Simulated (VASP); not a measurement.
# SnO (Romarchite) (P4/nmm) in VASP: electric field gradients with r2SCAN+D3(BJ)

Aim: the electric field gradients of SnO (Romarchite) with r2SCAN+D3(BJ).

All numbers are computed with VASP 6.6.1; they aren't measurements. Logs are shortened: lines on timing, memory, paths and dates and some standing lists are left out, and cuts for length are marked.

### Step 1. The cell of the first run

Symmetry: P4/nmm, No. 129, tetragonal system. Conventional cell: a = 3.795 Å, b = 3.795 Å, c = 4.787 Å, α = 90.00°, β = 90.00°, γ = 90.00°. Sn (site symmetry 4mm) has 4 O at 2.22 Å within 2.9 Å. Within 2.9 Å of O (site symmetry -4m2) lie 4 Sn at 2.22 Å and 4 O at 2.68 Å.

### Step 2. Electric field gradients, r2SCAN+D3(BJ)

File POSCAR:

```
SnO
1.0
    3.7950261603      0.0000000000      0.0000000000
    0.0000000000      3.7950261603      0.0000000000
    0.0000000000      0.0000000000      4.7870211465
Sn O
2 2
Direct
    0.5000000000      0.0000000000      0.2393458212
    0.0000000000      0.5000000000      0.7606541788
    0.0000000000      0.0000000000      0.0000000000
    0.5000000000      0.5000000000      0.0000000000
```

File INCAR.step1:

```
SYSTEM = SnO
PREC = Accurate
ENCUT = 520
ISMEAR = 0
SIGMA = 0.05
LREAL = .False.
LASPH = .True.
NELM = 100
NBANDS = 28
GGA = PE
ALGO = Normal
EDIFF = 1E-4
LWAVE = .True.
LCHARG = .False.
```

File INCAR.step2:

```
SYSTEM = SnO
PREC = Accurate
ENCUT = 520
EDIFF = 1E-8
ISMEAR = 0
SIGMA = 0.05
LREAL = .False.
LASPH = .True.
NELM = 100
ALGO = Normal
ISIF = 2
LWAVE = .False.
LCHARG = .False.
METAGGA = R2SCAN
LMIXTAU = .True.
IVDW = 12
VDW_S6 = 1.0
VDW_S8 = 0.78981345
VDW_A1 = 0.49484001
VDW_A2 = 5.73083694
LEFG = .True.
NBANDS = 28
ISTART = 1
```

File KPOINTS:

```
regular mesh
0
Gamma
  10 10 8
  0 0 0
```

Potentials or basis: VASP PAW PBE potentials, release 64 (Sn_d, O).

Command:

```
> cat potpaw_PBE.64/Sn_d/POTCAR potpaw_PBE.64/O/POTCAR > POTCAR
> cp INCAR.step1 INCAR
> mpirun -np 1 vasp_std > vasp.out
> cp INCAR.step2 INCAR
> mpirun -np 1 vasp_std > vasp.out
```

OUTCAR:

```text
SYSTEM = SnO
   PREC = Accurate
   ENCUT = 520
   EDIFF = 1E-8
   ISMEAR = 0
   LREAL = .False.
   LASPH = .True.
   NELM = 100
   ISIF = 2
   METAGGA = R2SCAN
   IVDW = 12
   ISTART = 1
 IVDW          = 12

 ion  position               nearest neighbor table
   1  0.500  0.000  0.239-   3 2.22   4 2.22   4 2.22   3 2.22   2 3.53   2 3.53   2 3.53   2 3.53
                             2 3.66   2 3.66   2 3.66   2 3.66
   2  0.000  0.500  0.761-   3 2.22   4 2.22   3 2.22   4 2.22   1 3.53   1 3.53   1 3.53   1 3.53
                             1 3.66   1 3.66   1 3.66   1 3.66
   3  0.000  0.000  0.000-   1 2.22   2 2.22   2 2.22   1 2.22
   4  0.500  0.500  0.000-   1 2.22   2 2.22   1 2.22   2 2.22

  LATTYP: Found a simple tetragonal cell.
 ALAT       =     3.7950261603
 C/A-ratio  =     1.2613934514

  Lattice vectors:

 A1 = (   3.7950261603,   0.0000000000,   0.0000000000)
 A2 = (   0.0000000000,   3.7950261603,   0.0000000000)
 A3 = (   0.0000000000,   0.0000000000,   4.7870211465)

Analysis of symmetry for initial positions (statically):
=====================================================================
 Subroutine PRICEL returns:
 Original cell was already a primitive cell.

 Routine SETGRP: Setting up the symmetry group for a
 simple tetragonal supercell.

 Subroutine GETGRP returns: Found 16 space group operations
 (whereof  8 operations were pure point group operations)
 out of a pool of 16 trial point group operations.

The static configuration has the point symmetry D_2d.
 The point group associated with its full space group is D_4h.

Analysis of symmetry for dynamics (positions and initial velocities):
=====================================================================
 Subroutine PRICEL returns:
 Original cell was already a primitive cell.

 Routine SETGRP: Setting up the symmetry group for a
 simple tetragonal supercell.

 Subroutine GETGRP returns: Found 16 space group operations
 (whereof  8 operations were pure point group operations)
 out of a pool of 16 trial point group operations.

The dynamic configuration has the point symmetry D_2d.
 The point group associated with its full space group is D_4h.

 Subroutine INISYM returns: Found 16 space group operations
 (whereof  8 operations are pure point group operations),
 and found     1 'primitive' translations

----------------------------------------------------------------------------------------

                                     Primitive cell

  volume of cell :      68.9437

  direct lattice vectors                    reciprocal lattice vectors
     3.795026160  0.000000000  0.000000000     0.263502795  0.000000000  0.000000000
     0.000000000  3.795026160  0.000000000     0.000000000  0.263502795  0.000000000
     0.000000000  0.000000000  4.787021146     0.000000000  0.000000000  0.208898179

  length of vectors
     3.795026160  3.795026160  4.787021146     0.263502795  0.263502795  0.208898179

  position of ions in fractional coordinates (direct lattice)
     0.500000000  0.000000000  0.239345821
     0.000000000  0.500000000  0.760654179
     0.000000000  0.000000000  0.000000000
     0.500000000  0.500000000  0.000000000

  ion indices of the primitive-cell ions
   primitive index   ion index
                 1           1
                 2           2
                 3           3
                 4           4

----------------------------------------------------------------------------------------

 KPOINTS: regular mesh

[... 48 lines left out ...]
 [... further k-points ...]
   k-points           NKPTS =    105   k-points in BZ     NKDIM =    105   number of bands    NBANDS=     28
   number of dos      NEDOS =    301   number of ions     NIONS =      4
   total plane-waves  NPLWV =  28224
   dimension x,y,z NGX =    28 NGY =   28 NGZ =   36
   dimension x,y,z NGXF=    56 NGYF=   56 NGZF=   72
   ions per type =               2   2
   NGX,Y,Z   is equivalent  to a cutoff of  12.27, 12.27, 12.50 a.u.
   NGXF,Y,Z  is equivalent  to a cutoff of  24.53, 24.53, 25.00 a.u.
 SYSTEM =  SnO
   PREC   = accura    normal or accurate (medium, high low for compatibility)
   ISTART =      1    job   : 0-new  1-cont  2-samecut
   ICHARG =      0    charge: 1-file 2-atom 10-const
   ISPIN  =      1    spin polarized calculation?
   LNONCOLLINEAR =      F non collinear calculations
   LSORBIT =      F    spin-orbit coupling
   LASPH  =      T    aspherical Exc in radial PAW
   ENCUT  =  520.0 eV  38.22 Ry    6.18 a.u.   7.06  7.06  8.90*2*pi/ulx,y,z
   NELM   =    100;   NELMIN=  2; NELMDL=  0     # of ELM steps
   EDIFF  = 0.1E-07   stopping-criterion for ELM
   LREAL  =      F    real-space projection
   EDIFFG = 0.1E-06   stopping-criterion for IOM
   NSW    =      0    number of steps for IOM
   IBRION =     -1    ionic relax: 0-MD 1-quasi-New 2-CG
   NFREE  =      0    steps in history (QN), initial steepest desc. (CG)
   ISIF   =      2    stress and relaxation
   ISYM   =      2    0-nonsym 1-usesym 2-fastsym
   POTIM  = 0.5000    time-step for ionic-motion
   TEBEG  =    0.0;   TEEND  =   0.0 temperature during run
   PSTRESS=    0.0 pullay stress
   NELECT =      40.0000    total number of electrons
   NUPDOWN=      -1.0000    fix difference up-down
   EMIN   =  10.00;   EMAX   =-10.00  energy-range for DOS
   EFERMI =   0.00;   METHOD = LEGACY
   ISMEAR =     0;   SIGMA  =   0.05  broadening in eV -4-tet -1-fermi 0-gaus
   EFERMI_NEDOS =   21; number of points for ismear=-14 and -15
   IALGO  =     38    algorithm
   IMIX   =      4    mixing-type and parameters
     AMIX     =   0.40;   BMIX     =  1.00
     AMIX_MAG =   1.60;   BMIX_MAG =  1.00
  volume/ion in A,a.u.               =      17.24       116.31
  Fermi-wavevector in a.u.,A,eV,Ry     =   1.365410  2.580251 25.365960  1.864345
  Thomas-Fermi vector in A             =   2.491641
   LORBIT       =      0    0 simple, 1 ext, 2 COOP (PROOUT), +10 PAW based schemes
   METAGGA = R2SCAN    functional components
   LHFCALC =     F    Hartree Fock is set to
   AEXX    =    0.0000 exact exchange contribution
   IVDW    =    12    specifies the selected vdW correction
   LEPSILON=     F    determine dielectric tensor
   LRPA    =     F    only Hartree local field effects (RPA)
 non-spin polarized calculation
 Gauss-broadening in eV      SIGMA  =   0.05
  energy-cutoff  :      520.00
  volume of cell :       68.94
 maximum number of plane-waves:      1880
   NGX = 15   NGY = 15   NGZ = 17

 number of electron      39.9999998 magnetization

 Free energy of the ion-electron system (eV)
  ---------------------------------------------------
  ext. energy  EPLUGINS =         0.00000000
  ---------------------------------------------------
  free energy    TOTEN  =       -66.89316891 eV

  energy without entropy =      -66.89310020  energy(sigma->0) =      -66.89313455

 E-fermi :   7.4490     XC(G=0): -11.0327

 val. band max:        7.4012238345   @ k =   0.0000   0.0000   0.0000
 cond. band min:       7.4943708690   @ k =   0.5000   0.5000   0.0000
 fundamental gap:      0.0931470345
 Fermi energy:         7.4490269308

 k-point     1 :       0.0000    0.0000    0.0000
  band No.  band energies     occupation
      1     -15.6484      2.00000
      2     -15.0621      2.00000
      3     -15.0545      2.00000
      4     -15.0545      2.00000
      5     -15.0019      2.00000
      6     -14.9818      2.00000
[... 733 lines left out ...]
     27      14.9574      0.00000
     28      17.4653      0.00000

 [... further k-points ...]

------------------------ aborting loop because EDIFF is reached ----------------------------------------

 Edisp (eV)   -0.44964

 E8    (eV) :    -0.1531

  FORCE on cell =-STRESS in cart. coord.  units (eV):
  Direction    XX          YY          ZZ          XY          YZ          ZX
  --------------------------------------------------------------------------------------
  -------------------------------------------------------------------------------------
  Total       0.27658     0.27658     0.24284     0.00000     0.00000     0.00000
  in kB       6.42747     6.42747     5.64342     0.00000     0.00000     0.00000
  external pressure =        6.17 kB  Pullay stress =        0.00 kB

 VOLUME and BASIS-vectors are now :
 -----------------------------------------------------------------------------
  energy-cutoff  :      520.00
  volume of cell :       68.94
      direct lattice vectors                 reciprocal lattice vectors
     3.795026160  0.000000000  0.000000000     0.263502795  0.000000000  0.000000000
     0.000000000  3.795026160  0.000000000     0.000000000  0.263502795  0.000000000
     0.000000000  0.000000000  4.787021146     0.000000000  0.000000000  0.208898179

 POSITION                                       TOTAL-FORCE (eV/Angst)
 -----------------------------------------------------------------------------------
      1.89751      0.00000      1.14575         0.000000      0.000000      0.147603
      0.00000      1.89751      3.64127         0.000000      0.000000     -0.147603
      0.00000      0.00000      0.00000         0.000000     -0.000000     -0.000000
      1.89751      1.89751      0.00000        -0.000000      0.000000     -0.000000
 -----------------------------------------------------------------------------------
    total drift:                                0.000000      0.000000      0.000000

  FREE ENERGIE OF THE ION-ELECTRON SYSTEM (eV)
  ---------------------------------------------------
  free  energy   TOTEN  =       -67.3428068761 eV

  energy  without entropy=      -67.3427381594  energy(sigma->0) =      -67.34277252

 Electric field gradients (V/A^2)
---------------------------------------------------------------------
 ion       V_xx      V_yy      V_zz      V_xy      V_xz      V_yz
---------------------------------------------------------------------
   1      94.005    94.005  -188.009    -0.000    -0.000     0.000
   2      94.005    94.005  -188.009     0.000    -0.000     0.000
   3      -0.613    -0.613     1.226     0.000     0.000     0.000
   4      -0.613    -0.613     1.226    -0.000     0.000     0.000
---------------------------------------------------------------------

 Electric field gradients after diagonalization (V/A^2)
 (convention: |V_zz| > |V_xx| > |V_yy|)
----------------------------------------------------------------------
 ion       V_xx      V_yy      V_zz     asymmetry (V_yy - V_xx)/ V_zz
----------------------------------------------------------------------
   1      94.005    94.005  -188.009       0.000
   2      94.005    94.005  -188.009       0.000
   3      -0.613    -0.613     1.226       0.000
   4      -0.613    -0.613     1.226       0.000
----------------------------------------------------------------------

           NMR quadrupolar parameters

 Cq : quadrupolar parameter    Cq=e*Q*V_zz/h
 eta: asymmetry parameters     (V_yy - V_xx)/ V_zz
 Q  : nuclear electric quadrupole moment in mb (millibarn)
----------------------------------------------------------------------
 ion       Cq(MHz)       eta       Q (mb)
----------------------------------------------------------------------
   1      -0.455       0.000       1.000
   2      -0.455       0.000       1.000
   3       0.003       0.000       1.000
   4       0.003       0.000       1.000
----------------------------------------------------------------------
```

Wall time 15 min (1 thread of Oxide Virtual Turin-like, shared host); peak memory 0.26 GiB.

What came out:

```yaml
Free_energy: -67.3428 eV
Pressure: 0.6 GPa
Largest_force: 0.148 eV/Å
Band_gap_on_the_k_mesh: 0.09 eV, indirect (least direct gap 2.24 eV)
Dispersion_energy_per_atom: -0.112 eV
```

Forces on the atoms (eV/Å):
```
Sn   0.000  0.000  0.148
Sn   0.000  0.000 -0.148
O    0.000  0.000  0.000
O    0.000  0.000  0.000
```

Levels at points of the mesh, in eV from the valence-band top:
| k point | band 18 | band 19 | band 20 | band 21 | band 22 | band 23 |
| --- | --- | --- | --- | --- | --- | --- |
| (0.00, 0.00, 0.00) | -3.67 | -3.67 | 0.00 | 2.45 | 4.69 | 4.79 |
| (0.50, 0.00, 0.00) | -5.38 | -3.06 | -3.06 | 3.52 | 3.52 | 6.17 |
| (0.50, 0.50, 0.00) | -2.99 | -2.15 | -2.15 | 0.09 | 0.09 | 4.76 |
| (0.00, 0.00, 0.50) | -3.69 | -3.01 | -2.60 | 1.95 | 3.02 | 3.02 |
| (0.50, 0.00, 0.50) | -5.34 | -2.06 | -2.06 | 2.84 | 2.84 | 5.63 |
| (0.50, 0.50, 0.50) | -2.99 | -2.99 | -2.99 | 2.41 | 2.41 | 4.47 |

Electric field gradients, principal values (V/Å²):
```tsv
atom	least	middle	greatest (by size)
1 Sn	94.005	94.005	-188.009
2 Sn	94.005	94.005	-188.009
3 O	-0.613	-0.613	1.226
4 O	-0.613	-0.613	1.226
```

Caveat: without QUAD_EFG the Cq values of the log hold for a quadrupole moment of 1 mb, not for the nuclei; the PAW data sets were made with another functional, which shifts forces and pressure a little; spin-orbit coupling is left out, which moves the levels of the heavy elements. A k mesh can miss the band edges.
